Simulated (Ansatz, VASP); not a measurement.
Two plane-wave programs on B

```
CELL_PARAMETERS angstrom
3.03670 0.00000 0.00000
0.00000 4.20974 0.00000
0.00000 0.00000 4.17846
ATOMIC_POSITIONS crystal
B 0.00000 0.00000 0.70697
B 0.50000 0.50000 0.79303
B 0.00000 0.00000 0.29303
B 0.50000 0.50000 0.20697
B 0.66852 0.83440 0.00000
B 0.33148 0.16560 0.00000
B 0.16852 0.66560 0.50000
B 0.83148 0.33440 0.50000
```

Alike in both runs: task single point; functional PBE; k mesh 6 × 4 × 4; occupations gaussian, width 0.1 eV; no spin polarisation.

|  | VASP | Ansatz |
| --- | --- | --- |
| version | VASP 6.6.1 | Ansatz 0.2.0 |
| potentials or method | VASP PAW PBE potentials, release 64 (B), cutoff 500 eV | scalar-relativistic, plane waves, PAW |
| valence electrons in the cell | 24 | 24 |

|  | VASP | Ansatz | Ansatz less VASP |
| --- | --- | --- | --- |
| gap on the k mesh at the Fermi level (eV) | none | none | - |
| pressure (GPa) | 24.1 | 24.1 | -0.08 |
| traceless stress, the component that is largest in VASP (GPa) | -8.14 | -8.15 | -0.010 |
| rms of the force components (eV/Å) | 0.621 | 0.621 | 0.0000 |

Atom by atom the forces differ by 0.000 eV/Å (rms over components). A gap of «none» marks a metal or a gap that the smearing closes. With one functional, cell and mesh, what is left measures potentials, basis and numerics.

The k mesh is coarse, so the values compare programs but aren't converged.
